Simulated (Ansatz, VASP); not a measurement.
FeNi3: VASP beside Ansatz

```
CELL_PARAMETERS angstrom
3.54500 0.00000 0.00000
0.00000 3.54500 0.00000
0.00000 0.00000 3.54500
ATOMIC_POSITIONS crystal
Ni 0.50000 0.50000 0.00000
Ni 0.50000 0.00000 0.50000
Ni 0.00000 0.50000 0.50000
Fe 0.00000 0.00000 0.00000
```

Alike in both runs: task single point; functional PBE; k mesh 8 × 8 × 8; occupations fermi-dirac, width 0.05 eV; collinear spin.

|  | VASP | Ansatz |
| --- | --- | --- |
| version | VASP 6.6.1 | Ansatz 0.2.0 |
| potentials or method | VASP PAW PBE potentials, release 64 (Ni, Fe) | Ansatz PAW |
| plane-wave cutoff (eV) | 520 | 420 |
| valence electrons in the cell | 38 | 70 |

VASP gave:

- gap on the k mesh at the Fermi level (eV): none
- pressure (GPa): -0.1
- net moment per atom (μB): 1.20
- size of the moment on the site where the two differ most (μB): 0.65

**Question.** Estimate Ansatz's values.

**Answer.** gap on the k mesh at the Fermi level (eV): none; pressure (GPa): 0.1; net moment per atom (μB): 1.22; size of the moment on the site where the two differ most (μB): 0.71.

Site moments also hang on the region over which each program counts them. A gap of «none» marks a metal or a gap that the smearing closes. VASP's potentials hold 38 valence electrons a cell and Ansatz's 70, so a difference there can come from the potentials and not from the codes.
